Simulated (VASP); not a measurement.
# FeS2 (Pnnm) in VASP: single point with PBE

Aim: the single point of FeS2 with PBE.

Everything below comes from runs of VASP 6.6.1. Logs are shortened: lines on timing, memory, paths and dates and some standing lists are left out, and cuts for length are marked.

## 1. The cell of the first run

It takes space group Pnnm (No. 58, orthorhombic). The conventional cell has a = 4.426 Å, b = 5.397 Å, c = 3.378 Å, α = 90.00°, β = 90.00°, γ = 90.00°. Within 2.9 Å of Fe (site symmetry 2/m) lie 6 S at 2.23 to 2.25 Å. Within 3.6 Å of S (site symmetry m) lie 12 S at 2.21 to 3.38 Å and 6 Fe at 2.23 to 3.59 Å.

## 2. Single point, PBE

The input, INCAR:

```
PREC = Accurate
ENCUT = 690
EDIFF = 1E-6
ISMEAR = 0
SIGMA = 0.1
LREAL = False
LASPH = True
NELM = 120
ALGO = Normal
ISIF = 2
LWAVE = False
LCHARG = True
GGA = PE
LELF = True
LVHAR = True
NBANDS = 37
GGA_COMPAT = False
```

The input, KPOINTS:

```
Automatic mesh
0
Gamma
  4 4 6
```

The input, POSCAR:

```
FeS2
1.0
    4.4256248500      0.0000000000      0.0000000000
    0.0000000000      5.3965282400      0.0000000000
    0.0000000000      0.0000000000      3.3776981800
Fe S
2 4
Direct
    0.5000000000      0.5000000000      0.5000000000
    0.0000000000      0.0000000000      0.0000000000
    0.2995928200      0.8781846800      0.5000000000
    0.7004072100      0.1218153300      0.5000000000
    0.2004071900      0.3781846800      0.0000000000
    0.7995927900      0.6218153200      0.0000000000
```

Potentials or basis: VASP PAW PBE potentials, release 64 (Fe_sv, S).

Launch:

```sh
> cat potpaw_PBE.64/Fe_sv/POTCAR potpaw_PBE.64/S/POTCAR > POTCAR
> mpirun -np 1 vasp_std > vasp.out
```

OUTCAR:

```text
PREC = Accurate
   ENCUT = 690
   EDIFF = 1E-6
   ISMEAR = 0
   LREAL = False
   LASPH = True
   NELM = 120
   ISIF = 2
   GGA = PE

 ion  position               nearest neighbor table
   1  0.500  0.500  0.500-   3 2.23   4 2.23   6 2.25   6 2.25   5 2.25   5 2.25
   2  0.000  0.000  0.000-   5 2.23   6 2.23   4 2.25   4 2.25   3 2.25   3 2.25
   3  0.300  0.878  0.500-   4 2.21   1 2.23   2 2.25   2 2.25
   4  0.700  0.122  0.500-   3 2.21   1 2.23   2 2.25   2 2.25
   5  0.200  0.378  0.000-   6 2.21   2 2.23   1 2.25   1 2.25
   6  0.800  0.622  0.000-   5 2.21   2 2.23   1 2.25   1 2.25

  LATTYP: Found a simple orthorhombic cell.
 ALAT       =     3.3776981800
 B/A-ratio  =     1.3102487594
 C/A-ratio  =     1.5976940367

  Lattice vectors:

 A1 = (   0.0000000000,   0.0000000000,   3.3776981800)
 A2 = (   4.4256248500,   0.0000000000,   0.0000000000)
 A3 = (   0.0000000000,   5.3965282400,   0.0000000000)

Analysis of symmetry for initial positions (statically):
=====================================================================
 Subroutine PRICEL returns:
 Original cell was already a primitive cell.

 Routine SETGRP: Setting up the symmetry group for a
 simple orthorhombic supercell.

 Subroutine GETGRP returns: Found  8 space group operations
 (whereof  4 operations were pure point group operations)
 out of a pool of  8 trial point group operations.

The static configuration has the point symmetry C_2h.
 The point group associated with its full space group is D_2h.

Analysis of symmetry for dynamics (positions and initial velocities):
=====================================================================
 Subroutine PRICEL returns:
 Original cell was already a primitive cell.

 Routine SETGRP: Setting up the symmetry group for a
 simple orthorhombic supercell.

 Subroutine GETGRP returns: Found  8 space group operations
 (whereof  4 operations were pure point group operations)
 out of a pool of  8 trial point group operations.

The dynamic configuration has the point symmetry C_2h.
 The point group associated with its full space group is D_2h.

 Subroutine INISYM returns: Found  8 space group operations
 (whereof  4 operations are pure point group operations),
 and found     1 'primitive' translations

----------------------------------------------------------------------------------------

                                     Primitive cell

  volume of cell :      80.6696

  direct lattice vectors                    reciprocal lattice vectors
     4.425624850  0.000000000  0.000000000     0.225956793  0.000000000  0.000000000
     0.000000000  5.396528240  0.000000000     0.000000000  0.185304321  0.000000000
     0.000000000  0.000000000  3.377698180     0.000000000  0.000000000  0.296059608

  length of vectors
     4.425624850  5.396528240  3.377698180     0.225956793  0.185304321  0.296059608

  position of ions in fractional coordinates (direct lattice)
     0.500000000  0.500000000  0.500000000
     0.000000000  0.000000000  0.000000000
     0.299592820  0.878184680  0.500000000
     0.700407210  0.121815330  0.500000000
     0.200407190  0.378184680  0.000000000
     0.799592790  0.621815320  0.000000000

  ion indices of the primitive-cell ions
   primitive index   ion index
                 1           1
                 2           2
                 3           3
                 4           4
                 5           5
                 6           6

----------------------------------------------------------------------------------------

 KPOINTS: Automatic mesh

Automatic generation of k-mesh.
 Grid dimensions read from file:
 generate k-points for:    4    4    6

 Generating k-lattice:

  Cartesian coordinates                     Fractional coordinates (reciprocal lattice)
     0.056489198  0.000000000  0.000000000     0.250000000  0.000000000  0.000000000
     0.000000000  0.046326080  0.000000000     0.000000000  0.250000000  0.000000000
     0.000000000  0.000000000  0.049343268     0.000000000  0.000000000  0.166666667

  Length of vectors
     0.056489198  0.046326080  0.049343268

  Shift w.r.t. Gamma in fractional coordinates (k-lattice)
     0.000000000  0.000000000  0.000000000

 Subroutine IBZKPT returns following result:
 ===========================================

 Found     36 irreducible k-points:

 Following reciprocal coordinates:
            Coordinates               Weight
  0.000000  0.000000  0.000000      1.000000
  0.250000  0.000000  0.000000      2.000000
  0.500000  0.000000  0.000000      1.000000
  0.000000  0.250000  0.000000      2.000000
  0.250000  0.250000  0.000000      4.000000
  0.500000  0.250000  0.000000      2.000000
[... 16 lines left out ...]
  0.250000  0.250000  0.333333      8.000000
  0.500000  0.250000  0.333333      4.000000
 [... further k-points ...]
   k-points           NKPTS =     36   k-points in BZ     NKDIM =     36   number of bands    NBANDS=     37
   number of dos      NEDOS =    301   number of ions     NIONS =      6
   total plane-waves  NPLWV =  57600
   dimension x,y,z NGX =    40 NGY =   48 NGZ =   30
   dimension x,y,z NGXF=    80 NGYF=   96 NGZF=   60
   ions per type =               2   4
   NGX,Y,Z   is equivalent  to a cutoff of  15.03, 14.79, 14.77 a.u.
   NGXF,Y,Z  is equivalent  to a cutoff of  30.05, 29.57, 29.53 a.u.
 SYSTEM =  unknown system
   PREC   = accura    normal or accurate (medium, high low for compatibility)
   ISTART =      0    job   : 0-new  1-cont  2-samecut
   ICHARG =      2    charge: 1-file 2-atom 10-const
   ISPIN  =      1    spin polarized calculation?
   LNONCOLLINEAR =      F non collinear calculations
   LSORBIT =      F    spin-orbit coupling
   LASPH  =      T    aspherical Exc in radial PAW
   ENCUT  =  690.0 eV  50.71 Ry    7.12 a.u.   9.48 11.56  7.23*2*pi/ulx,y,z
   NELM   =    120;   NELMIN=  2; NELMDL= -5     # of ELM steps
   EDIFF  = 0.1E-05   stopping-criterion for ELM
   LREAL  =      F    real-space projection
   EDIFFG = 0.1E-04   stopping-criterion for IOM
   NSW    =      0    number of steps for IOM
   IBRION =     -1    ionic relax: 0-MD 1-quasi-New 2-CG
   NFREE  =      0    steps in history (QN), initial steepest desc. (CG)
   ISIF   =      2    stress and relaxation
   ISYM   =      2    0-nonsym 1-usesym 2-fastsym
   POTIM  = 0.5000    time-step for ionic-motion
   TEBEG  =    0.0;   TEEND  =   0.0 temperature during run
   PSTRESS=    0.0 pullay stress
   NELECT =      56.0000    total number of electrons
   NUPDOWN=      -1.0000    fix difference up-down
   EMIN   =  10.00;   EMAX   =-10.00  energy-range for DOS
   EFERMI =   0.00;   METHOD = LEGACY
   ISMEAR =     0;   SIGMA  =   0.10  broadening in eV -4-tet -1-fermi 0-gaus
   EFERMI_NEDOS =   21; number of points for ismear=-14 and -15
   IALGO  =     38    algorithm
   IMIX   =      4    mixing-type and parameters
     AMIX     =   0.40;   BMIX     =  1.00
     AMIX_MAG =   1.60;   BMIX_MAG =  1.00
  volume/ion in A,a.u.               =      13.44        90.73
  Fermi-wavevector in a.u.,A,eV,Ry     =   1.449553  2.739259 28.588629  2.101205
  Thomas-Fermi vector in A             =   2.567267
   LORBIT       =      0    0 simple, 1 ext, 2 COOP (PROOUT), +10 PAW based schemes
   GGA     = PE    functional components
   LHFCALC =     F    Hartree Fock is set to
   AEXX    =    0.0000 exact exchange contribution
   IVDW    =     0    specifies the selected vdW correction
   LEPSILON=     F    determine dielectric tensor
   LRPA    =     F    only Hartree local field effects (RPA)
 non-spin polarized calculation
 Gauss-broadening in eV      SIGMA  =   0.10
  energy-cutoff  :      690.00
  volume of cell :       80.67
 maximum number of plane-waves:      3352
 NGX is ok and might be reduce to    40
   NGX = 19   NGY = 23   NGZ = 15

 number of electron      56.0000015 magnetization

 Free energy of the ion-electron system (eV)
  ---------------------------------------------------
  ext. energy  EPLUGINS =         0.00000000
  ---------------------------------------------------
  free energy    TOTEN  =       -36.36623274 eV

  energy without entropy =      -36.36623274  energy(sigma->0) =      -36.36623274

 E-fermi :  10.0884     XC(G=0): -11.9244

 val. band max:        9.6233318386   @ k =   0.2500   0.0000   0.1667
 cond. band min:      10.5725146376   @ k =   0.0000   0.5000   0.5000
 fundamental gap:      0.9491827990
 Fermi energy:        10.0883891617

 k-point     1 :       0.0000    0.0000    0.0000
  band No.  band energies     occupation
      1     -76.8854      2.00000
      2     -76.8852      2.00000
      3     -43.0762      2.00000
      4     -43.0751      2.00000
      5     -42.9554      2.00000
      6     -42.9552      2.00000
[... 29 lines left out ...]
     36      15.4951      0.00000
     37      17.2603      0.00000

 k-point     2 :       0.2500    0.0000    0.0000
  band No.  band energies     occupation
      1     -76.8854      2.00000
      2     -76.8853      2.00000
      3     -43.0761      2.00000
      4     -43.0754      2.00000
      5     -42.9555      2.00000
      6     -42.9554      2.00000
[... 29 lines left out ...]
     36      15.7248      0.00000
     37      16.1328      0.00000

 k-point     3 :       0.5000    0.0000    0.0000
  band No.  band energies     occupation
      1     -76.8853      2.00000
      2     -76.8853      2.00000
      3     -43.0757      2.00000
      4     -43.0757      2.00000
      5     -42.9554      2.00000
      6     -42.9554      2.00000
[... 29 lines left out ...]
     36      15.2058      0.00000
     37      16.6455      0.00000

 k-point     4 :       0.0000    0.2500    0.0000
  band No.  band energies     occupation
      1     -76.8854      2.00000
      2     -76.8853      2.00000
      3     -43.0761      2.00000
      4     -43.0753      2.00000
      5     -42.9554      2.00000
      6     -42.9553      2.00000
[... 29 lines left out ...]
     36      16.6608      0.00000
     37      17.4426      0.00000
[... 683 lines left out ...]
      1     -76.8850      2.00000
      2     -76.8849      2.00000
      3     -43.0753      2.00000
      4     -43.0748      2.00000
      5     -42.9543      2.00000
      6     -42.9543      2.00000
[... 29 lines left out ...]
     36      16.6445      0.00000
     37      16.8361      0.00000

 k-point    23 :       0.2500    0.2500    0.3333
  band No.  band energies     occupation
      1     -76.8850      2.00000
      2     -76.8849      2.00000
      3     -43.0752      2.00000
      4     -43.0749      2.00000
      5     -42.9544      2.00000
      6     -42.9543      2.00000
[... 29 lines left out ...]
     36      16.4690      0.00000
     37      16.9409      0.00000

 k-point    24 :       0.5000    0.2500    0.3333
  band No.  band energies     occupation
      1     -76.8850      2.00000
      2     -76.8850      2.00000
      3     -43.0751      2.00000
      4     -43.0751      2.00000
      5     -42.9544      2.00000
      6     -42.9544      2.00000
[... 29 lines left out ...]
     36      16.6298      0.00000
     37      17.7579      0.00000

 [... further k-points ...]

------------------------ aborting loop because EDIFF is reached ----------------------------------------

  FORCE on cell =-STRESS in cart. coord.  units (eV):
  Direction    XX          YY          ZZ          XY          YZ          ZX
  --------------------------------------------------------------------------------------
  -------------------------------------------------------------------------------------
  Total        0.3574880      0.3202378      0.0254153      0.0000000      0.0000000      0.0000000
  in kB        7.1000614      6.3602371      0.5047733      0.0000000      0.0000000      0.0000000
  external PRESSURE =       4.6550239 kB  Pullay stress =       0.0000000 kB

 VOLUME and BASIS-vectors are now :
 -----------------------------------------------------------------------------
  energy-cutoff  :      690.00
  volume of cell :       80.67
      direct lattice vectors                 reciprocal lattice vectors
     4.425624850  0.000000000  0.000000000     0.225956793  0.000000000  0.000000000
     0.000000000  5.396528240  0.000000000     0.000000000  0.185304321  0.000000000
     0.000000000  0.000000000  3.377698180     0.000000000  0.000000000  0.296059608

 POSITION                                       TOTAL-FORCE (eV/Angst)
 -----------------------------------------------------------------------------------
      2.21281      2.69826      1.68885         0.000000      0.000000      0.000000
      0.00000      0.00000      0.00000         0.000000      0.000000      0.000000
      1.32589      4.73915      1.68885        -0.300429     -0.169303      0.000000
      3.09974      0.65738      1.68885         0.300429      0.169303      0.000000
      0.88693      2.04088      0.00000         0.300429     -0.169303      0.000000
      3.53870      3.35564      0.00000        -0.300429      0.169303      0.000000
 -----------------------------------------------------------------------------------
    total drift:                               -0.000027     -0.000063     -0.000000

  FREE ENERGIE OF THE ION-ELECTRON SYSTEM (eV)
  ---------------------------------------------------
  free  energy   TOTEN  =       -36.3662327437 eV

  energy  without entropy=      -36.3662327437  energy(sigma->0) =      -36.36623274
```

It took 2.3 min on 1 thread of Intel Xeon Platinum 8259CL at 2.50GHz (Skylake/Cascade Lake), shared host; peak memory 0.3 GiB.

Results:

```yaml
Free_energy: -36.3662 eV
Pressure: 0.5 GPa
Largest_force: 0.345 eV/Å
Band_gap_on_the_k_mesh: 0.95 eV (least direct gap 1.21 eV)
```

Forces in eV/Å, atoms in the order of the input:
```
Fe   0.000  0.000  0.000
Fe   0.000  0.000  0.000
S   -0.300 -0.169  0.000
S    0.300  0.169  0.000
S    0.300 -0.169  0.000
S   -0.300  0.169  0.000
```

Stress tensor (GPa, compression positive):
```
0.71 0.00 0.00
0.00 0.64 0.00
0.00 0.00 0.05
```

A k mesh can miss the band edges. Spin polarisation is off, so any magnetic state and its effect on volume and gap are missing.
